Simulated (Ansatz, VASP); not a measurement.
Na in VASP and in Ansatz

```
CELL_PARAMETERS angstrom
-2.13070 2.13070 2.00675
2.13070 -2.13070 2.00675
2.13070 2.13070 -2.00675
ATOMIC_POSITIONS crystal
Na 0.00000 0.00000 0.00000
```

Alike in both runs: functional PBEsol; k mesh 14 × 14 × 14; occupations gaussian, width 0.1 eV; no spin polarisation.

Ansatz relaxed the structure, and its values are those at the end. VASP's run is a single point on that final structure, the one shown.

```csv
,VASP,Ansatz
version,VASP 6.6.1,Ansatz 0.2.0
potentials or method,"VASP PAW PBE potentials, release 64 (Na_pv), cutoff 520 eV","scalar-relativistic, plane waves, PAW"
valence electrons in the cell,7,9
```

```csv
,VASP,Ansatz,Ansatz less VASP
gap on the k mesh at the Fermi level (eV),none,none,-
pressure (GPa),0.0,0.0,-0.02
```

VASP's potentials were made for PBE, not for PBEsol. A gap of «none» marks a metal or a gap that the smearing closes. The functional is the same, so the differences come from potentials, cutoffs and numerics. VASP's potentials hold 7 valence electrons a cell and Ansatz's 9, so a difference there can come from the potentials and not from the codes.
